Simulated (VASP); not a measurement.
# Pt (Fm-3m) in VASP: single point with PBE

Aim: the single point of Pt with PBE.

All numbers are computed with VASP 6.6.1; they aren't measurements. Logs are shortened: lines on timing, memory, paths and dates and some standing lists are left out, and cuts for length are marked.

## 1. The cell of the first run

The structure is cubic, space group Fm-3m (No. 225). Conventional cell: a = 3.970 Å, b = 3.970 Å, c = 3.970 Å, α = 90.00°, β = 90.00°, γ = 90.00°. Pt (site symmetry m-3m) has 12 Pt at 2.81 Å within 3.7 Å.

## 2. Single point, PBE

Contents of INCAR:

```
SYSTEM = Pt
PREC     = Accurate       ! precision mode
ENCUT    = 520            ! plane-wave cutoff, eV
EDIFF    = 1E-7           ! SCF threshold, eV
ISMEAR   = 0              ! smearing method
SIGMA    = 0.1            ! smearing width, eV
LREAL    = .FALSE.        ! projectors in reciprocal space
LASPH    = .TRUE.         ! aspherical terms in the spheres
NELM     = 80             ! most SCF steps
ALGO     = Fast           ! electronic algorithm
ISIF     = 2              ! what is computed and relaxed
LWAVE    = .FALSE.        ! write WAVECAR
LCHARG   = .FALSE.        ! write CHGCAR
GGA      = PE             ! functional
NBANDS   = 11             ! bands
```

Contents of KPOINTS:

```
regular mesh
0
G
  56 56 56
  0 0 0
```

Contents of POSCAR:

```
Pt
1.0
    0.0000000000      1.9850506235      1.9850506235
    1.9850506235      0.0000000000      1.9850506235
    1.9850506235      1.9850506235      0.0000000000
Pt
1
Direct
    0.0000000000      0.0000000000      0.0000000000
```

Potentials or basis: VASP PAW PBE potentials, release 64 (Pt).

Command:

```console
> cat potpaw_PBE.64/Pt/POTCAR > POTCAR
> mpirun -np 1 vasp_std > vasp.out
```

OUTCAR:

```text
SYSTEM = Pt
   PREC = Accurate
   ENCUT = 520
   EDIFF = 1E-7
   ISMEAR = 0
   LREAL = .FALSE.
   LASPH = .TRUE.
   NELM = 80
   ISIF = 2
   GGA = PE

 ion  position               nearest neighbor table
   1  0.000  0.000  0.000-

  LATTYP: Found a face centered cubic cell.
 ALAT       =     3.9701012470

  Lattice vectors:

 A1 = (   0.0000000000,   1.9850506235,   1.9850506235)
 A2 = (   1.9850506235,   0.0000000000,   1.9850506235)
 A3 = (   1.9850506235,   1.9850506235,   0.0000000000)

Analysis of symmetry for initial positions (statically):
=====================================================================
 Subroutine PRICEL returns:
 Original cell was already a primitive cell.

 Routine SETGRP: Setting up the symmetry group for a
 face centered cubic supercell.

 Subroutine GETGRP returns: Found 48 space group operations
 (whereof 48 operations were pure point group operations)
 out of a pool of 48 trial point group operations.

The static configuration has the point symmetry O_h .

Analysis of symmetry for dynamics (positions and initial velocities):
=====================================================================
 Subroutine PRICEL returns:
 Original cell was already a primitive cell.

 Routine SETGRP: Setting up the symmetry group for a
 face centered cubic supercell.

 Subroutine GETGRP returns: Found 48 space group operations
 (whereof 48 operations were pure point group operations)
 out of a pool of 48 trial point group operations.

The dynamic configuration has the point symmetry O_h .

 Subroutine INISYM returns: Found 48 space group operations
 (whereof 48 operations are pure point group operations),
 and found     1 'primitive' translations

----------------------------------------------------------------------------------------

                                     Primitive cell

  volume of cell :      15.6439

  direct lattice vectors                    reciprocal lattice vectors
     0.000000000  1.985050624  1.985050624    -0.251882745  0.251882745  0.251882745
     1.985050624  0.000000000  1.985050624     0.251882745 -0.251882745  0.251882745
     1.985050624  1.985050624  0.000000000     0.251882745  0.251882745 -0.251882745

  length of vectors
     2.807285514  2.807285514  2.807285514     0.436273712  0.436273712  0.436273712

  position of ions in fractional coordinates (direct lattice)
     0.000000000  0.000000000  0.000000000

  ion indices of the primitive-cell ions
   primitive index   ion index
                 1           1

----------------------------------------------------------------------------------------

 KPOINTS: regular mesh

Automatic generation of k-mesh.
 Grid dimensions read from file:
 generate k-points for:   56   56   56

 Generating k-lattice:

  Cartesian coordinates                     Fractional coordinates (reciprocal lattice)
    -0.004497906  0.004497906  0.004497906     0.017857143  0.000000000  0.000000000
     0.004497906 -0.004497906  0.004497906     0.000000000  0.017857143  0.000000000
     0.004497906  0.004497906 -0.004497906     0.000000000  0.000000000  0.017857143

  Length of vectors
     0.007790602  0.007790602  0.007790602

  Shift w.r.t. Gamma in fractional coordinates (k-lattice)
     0.000000000  0.000000000  0.000000000

 Subroutine IBZKPT returns following result:
 ===========================================

 Found   4285 irreducible k-points:

 Following reciprocal coordinates:
            Coordinates               Weight
  0.000000  0.000000  0.000000      1.000000
  0.017857  0.000000  0.000000      8.000000
  0.035714  0.000000  0.000000      8.000000
  0.053571  0.000000  0.000000      8.000000
  0.071429  0.000000  0.000000      8.000000
  0.089286  0.000000  0.000000      8.000000
[... 16 lines left out ...]
  0.392857  0.000000  0.000000      8.000000
  0.410714  0.000000  0.000000      8.000000
 [... further k-points ...]
   k-points           NKPTS =   4285   k-points in BZ     NKDIM =   4285   number of bands    NBANDS=     11
   number of dos      NEDOS =    301   number of ions     NIONS =      1
   total plane-waves  NPLWV =  13824
   dimension x,y,z NGX =    24 NGY =   24 NGZ =   24
   dimension x,y,z NGXF=    48 NGYF=   48 NGZF=   48
   ions per type =               1
   NGX,Y,Z   is equivalent  to a cutoff of  14.21, 14.21, 14.21 a.u.
   NGXF,Y,Z  is equivalent  to a cutoff of  28.43, 28.43, 28.43 a.u.
 SYSTEM =  Pt
   PREC   = accura    normal or accurate (medium, high low for compatibility)
   ISTART =      0    job   : 0-new  1-cont  2-samecut
   ICHARG =      2    charge: 1-file 2-atom 10-const
   ISPIN  =      1    spin polarized calculation?
   LNONCOLLINEAR =      F non collinear calculations
   LSORBIT =      F    spin-orbit coupling
   LASPH  =      T    aspherical Exc in radial PAW
   ENCUT  =  520.0 eV  38.22 Ry    6.18 a.u.   5.22  5.22  5.22*2*pi/ulx,y,z
   NELM   =     80;   NELMIN=  2; NELMDL= -5     # of ELM steps
   EDIFF  = 0.1E-06   stopping-criterion for ELM
   LREAL  =      F    real-space projection
   EDIFFG = 0.1E-05   stopping-criterion for IOM
   NSW    =      0    number of steps for IOM
   IBRION =     -1    ionic relax: 0-MD 1-quasi-New 2-CG
   NFREE  =      0    steps in history (QN), initial steepest desc. (CG)
   ISIF   =      2    stress and relaxation
   ISYM   =      2    0-nonsym 1-usesym 2-fastsym
   POTIM  = 0.5000    time-step for ionic-motion
   TEBEG  =    0.0;   TEEND  =   0.0 temperature during run
   PSTRESS=    0.0 pullay stress
   NELECT =      10.0000    total number of electrons
   NUPDOWN=      -1.0000    fix difference up-down
   EMIN   =  10.00;   EMAX   =-10.00  energy-range for DOS
   EFERMI =   0.00;   METHOD = LEGACY
   ISMEAR =     0;   SIGMA  =   0.10  broadening in eV -4-tet -1-fermi 0-gaus
   EFERMI_NEDOS =   21; number of points for ismear=-14 and -15
   IALGO  =     68    algorithm
   IMIX   =      4    mixing-type and parameters
     AMIX     =   0.40;   BMIX     =  1.00
     AMIX_MAG =   1.60;   BMIX_MAG =  1.00
  volume/ion in A,a.u.               =      15.64       105.57
  Fermi-wavevector in a.u.,A,eV,Ry     =   1.410241  2.664969 27.058979  1.988779
  Thomas-Fermi vector in A             =   2.532215
   LORBIT       =      0    0 simple, 1 ext, 2 COOP (PROOUT), +10 PAW based schemes
   GGA     = PE    functional components
   LHFCALC =     F    Hartree Fock is set to
   AEXX    =    0.0000 exact exchange contribution
   IVDW    =     0    specifies the selected vdW correction
   LEPSILON=     F    determine dielectric tensor
   LRPA    =     F    only Hartree local field effects (RPA)
 non-spin polarized calculation
 RMM-DIIS sequential band-by-band and
 Gauss-broadening in eV      SIGMA  =   0.10
  energy-cutoff  :      520.00
  volume of cell :       15.64
 maximum number of plane-waves:       444
 NGX is ok and might be reduce to    24
   NGX = 11   NGY = 11   NGZ = 11

 number of electron      10.0000002 magnetization

 Free energy of the ion-electron system (eV)
  ---------------------------------------------------
  ext. energy  EPLUGINS =         0.00000000
  ---------------------------------------------------
  free energy    TOTEN  =        -6.10305533 eV

  energy without entropy =       -6.09262004  energy(sigma->0) =       -6.09783769

 E-fermi :  10.5669     XC(G=0): -13.2712

 val. band max:       10.5668467635   @ k =   0.4821   0.1607   0.0357
 cond. band min:      10.5668975198   @ k =  -0.4643   0.1786   0.0000
 fundamental gap:      0.0000507563
 Fermi energy:        10.5668813488

 k-point     1 :       0.0000    0.0000    0.0000
  band No.  band energies     occupation
      1       0.7637      2.00000
      2       7.0045      2.00000
      3       7.0045      2.00000
      4       7.0045      2.00000
      5       9.0332      2.00000
      6       9.0332      2.00000
      7      25.3089      0.00000
      8      30.0693      0.00000
      9      30.0693      0.00000
     10      30.0693      0.00000
     11      35.2813      0.00000

 k-point     2 :       0.0179    0.0000    0.0000
  band No.  band energies     occupation
      1       0.7761      2.00000
      2       6.9989      2.00000
      3       7.0095      2.00000
      4       7.0095      2.00000
      5       9.0303      2.00000
      6       9.0303      2.00000
      7      25.3281      0.00000
      8      29.9914      0.00000
      9      30.0880      0.00000
     10      30.0880      0.00000
     11      35.3669      0.00000

 k-point     3 :       0.0357    0.0000    0.0000
  band No.  band energies     occupation
      1       0.8135      2.00000
      2       6.9824      2.00000
      3       7.0244      2.00000
      4       7.0244      2.00000
      5       9.0220      2.00000
      6       9.0220      2.00000
      7      25.3853      0.00000
      8      29.7722      0.00000
      9      30.1439      0.00000
     10      30.1439      0.00000
     11      35.6059      0.00000

 k-point     4 :       0.0536    0.0000    0.0000
  band No.  band energies     occupation
      1       0.8754      2.00000
      2       6.9557      2.00000
      3       7.0485      2.00000
      4       7.0485      2.00000
      5       9.0089      2.00000
      6       9.0089      2.00000
      7      25.4788      0.00000
      8      29.4446      0.00000
      9      30.2365      0.00000
     10      30.2365      0.00000
     11      35.9533      0.00000
[... 239 lines left out ...]
 k-point    22 :       0.3750    0.0000    0.0000
  band No.  band energies     occupation
      1       3.5653      2.00000
      2       7.0961      2.00000
      3       7.0961      2.00000
      4       8.2617      2.00000
      5      10.1053      2.00000
      6      10.1053      2.00000
      7      19.0889      0.00000
      8      25.5154      0.00000
      9      30.6376      0.00000
     10      30.6376      0.00000
     11      36.6155      0.00000

 k-point    23 :       0.3929    0.0000    0.0000
  band No.  band energies     occupation
      1       3.5930      2.00000
      2       7.0592      2.00000
      3       7.0592      2.00000
      4       8.6337      2.00000
      5      10.2260      2.00000
      6      10.2260      2.00000
      7      18.4584      0.00000
      8      25.3458      0.00000
      9      30.2991      0.00000
     10      30.2991      0.00000
     11      37.1731      0.00000

 k-point    24 :       0.4107    0.0000    0.0000
  band No.  band energies     occupation
      1       3.6095      2.00000
      2       7.0264      2.00000
      3       7.0264      2.00000
      4       9.0131      2.00000
      5      10.3344      1.99899
      6      10.3344      1.99899
      7      17.8623      0.00000
      8      25.2003      0.00000
      9      30.0035      0.00000
     10      30.0035      0.00000
     11      37.4853      0.00000

 [... further k-points ...]

------------------------ aborting loop because EDIFF is reached ----------------------------------------

  FORCE on cell =-STRESS in cart. coord.  units (eV):
  Direction    XX          YY          ZZ          XY          YZ          ZX
  --------------------------------------------------------------------------------------
  -------------------------------------------------------------------------------------
  Total       -0.0489667     -0.0489667     -0.0489667      0.0000000      0.0000000      0.0000000
  in kB       -5.0149491     -5.0149491     -5.0149491      0.0000000      0.0000000      0.0000000
  external PRESSURE =      -5.0149491 kB  Pullay stress =       0.0000000 kB

 VOLUME and BASIS-vectors are now :
 -----------------------------------------------------------------------------
  energy-cutoff  :      520.00
  volume of cell :       15.64
      direct lattice vectors                 reciprocal lattice vectors
     0.000000000  1.985050624  1.985050624    -0.251882745  0.251882745  0.251882745
     1.985050624  0.000000000  1.985050624     0.251882745 -0.251882745  0.251882745
     1.985050624  1.985050624  0.000000000     0.251882745  0.251882745 -0.251882745

 POSITION                                       TOTAL-FORCE (eV/Angst)
 -----------------------------------------------------------------------------------
      0.00000      0.00000      0.00000         0.000000      0.000000      0.000000
 -----------------------------------------------------------------------------------
    total drift:                               -0.000000      0.000000      0.000000

  FREE ENERGIE OF THE ION-ELECTRON SYSTEM (eV)
  ---------------------------------------------------
  free  energy   TOTEN  =        -6.1030553350 eV

  energy  without entropy=       -6.0926200378  energy(sigma->0) =       -6.09783769
```

Wall time 17 min (1 thread of Intel Xeon 8259CL, shared host); peak memory 0.83 GiB.

Results:

| Quantity | Value |
| --- | --- |
| Free energy | -6.1031 eV |
| Pressure | -0.5 GPa |
| Band gap on the k mesh | zero (bands 5 and 6 overlap by 2.10 eV) |

Caveat: spin-orbit coupling is left out, which moves the levels of the heavy elements.
